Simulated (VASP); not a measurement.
A run of VASP 6.6.1 is set up as follows.

INCAR

```
PREC     = Accurate       # precision mode
ENCUT    = 520            # plane-wave cutoff, eV
EDIFF    = 1E-6           # SCF threshold, eV
ISMEAR   = 0              # smearing method
SIGMA    = 0.15           # smearing width, eV
LREAL    = F              # projectors in reciprocal space
LASPH    = T              # aspherical terms in the spheres
NELM     = 100            # most SCF steps
ALGO     = Fast           # electronic algorithm
ISIF     = 2              # what is computed and relaxed
LWAVE    = F              # write WAVECAR
LCHARG   = T              # write CHGCAR
GGA      = PS             # functional
LELF     = T              # ELF
LVHAR    = T            
NBANDS   = 19             # bands
```

KPOINTS

```
Automatic mesh
0
Gamma
  18 18 10
```

The input POSCAR:

```
Zr
1.0
    3.1350382758      0.0000000000      0.0000000000
   -1.5675191379      2.7150227887      0.0000000000
    0.0000000000      0.0000000000      5.2242050000
Zr
2
Direct
    0.3333333333      0.6666666667      0.2500000000
    0.6666666667      0.3333333333      0.7500000000
```

Potentials or basis: VASP PAW PBE potentials, release 64 (Zr_sv).

Run with:

```console
$ cat potpaw_PBE.64/Zr_sv/POTCAR > POTCAR
$ mpirun -np 1 vasp_std > vasp.out
```

(1) Predict the band gap on the k mesh.

(2) What does it give for the pressure?

Answers

(1) zero (bands 12 and 13 overlap by 1.21 eV).

(2) 0.8 GPa.

Caveat: the cell differs from its parent crystal (strain -0.030 along x and y, +0.015 along z); the PAW data sets were made with another functional, which shifts forces and pressure a little.
